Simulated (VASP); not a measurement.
Here is a VASP 6.6.1 calculation.

Contents of INCAR:

```
ALGO = Normal
EDIFF = 1E-6
ENCUT = 520
GGA = CA
ISIF = 2
ISMEAR = 0
LASPH = T
LCHARG = F
LREAL = F
LWAVE = F
NBANDS = 11
NELM = 100
PREC = Accurate
SIGMA = 0.05
```

File KPOINTS:

```
k-points
0
Gamma
  12 12 12
```

Contents of POSCAR:

```
C
1.0
    1.2280263465      0.7090013417      3.2633355684
   -1.2280263465      0.7090013417      3.2633355684
    0.0000000000     -1.4180026834      3.2633355684
C
2
Direct
    0.1640000000      0.1640000000      0.1640000000
    0.8360000000      0.8360000000      0.8360000000
```

Potentials or basis: VASP PAW LDA potentials, release 64 (C).

Launch:

```bash
$ cat potpaw_LDA.64/C/POTCAR > POTCAR
$ mpirun -np 1 vasp_std > vasp.out
```

**Question.** What does it give for the band gap on the k mesh?

**Answer.** 0.89 eV, direct.

**Question.** Predict the pressure.

**Answer.** -3.2 GPa.

**Question.** Estimate the largest force.

**Answer.** 0.858 eV/Å.

Forces in eV/Å, atoms in the order of the input:
```
C    0.000  0.000  0.858
C    0.000  0.000 -0.858
```

Caveat: the cell differs from its parent crystal (strain +0.000 along x and y, -0.025 along z). A k mesh can miss the band edges.
